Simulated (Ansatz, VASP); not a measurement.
## One calculation of RuBrF3, two programs

```
Ru Br F
1.0
     4.19110    0.00000    0.00000
     0.00000    4.19110    0.00000
     0.00000    0.00000    4.19110
Ru Br F
1 1 3
Direct
  0.50000 0.50000 0.50000
  0.00000 0.00000 0.00000
  0.00000 0.50000 0.50000
  0.50000 0.00000 0.50000
  0.50000 0.50000 0.00000
```

Change from the starting cell: species swapped into the CsHgF3 type (Pm-3m, No. 221).

Alike in both runs: functional PBE; k mesh 10 × 10 × 10; occupations gaussian, width 0.1 eV; collinear spin.

Ansatz relaxed the structure, and its values are those at the end. VASP's run is a single point on that final structure, the one shown.

|  | VASP | Ansatz |
| --- | --- | --- |
| version | VASP 6.6.1 | Ansatz 0.2.0 |
| potentials or method | VASP PAW PBE potentials, release 64 (Ru_pv, Br, F), cutoff 520 eV | scalar-relativistic, plane waves, PAW |
| valence electrons in the cell | 42 | 44 |

Ansatz gave:

* gap on the k mesh at the Fermi level (eV): none
* pressure (GPa): 0.0
* net moment per atom (μB): 0.71
* size of the moment on the site where the two differ most (μB): 1.76

Question: Which values does VASP return?

Answer: gap on the k mesh at the Fermi level (eV): none; pressure (GPa): 0.0; net moment per atom (μB): 0.71; size of the moment on the site where the two differ most (μB): 2.19.

Site moments also hang on the region over which each program counts them. A gap of «none» marks a metal or a gap that the smearing closes. VASP's potentials hold 42 valence electrons a cell and Ansatz's 44, so a difference there can come from the potentials and not from the codes.
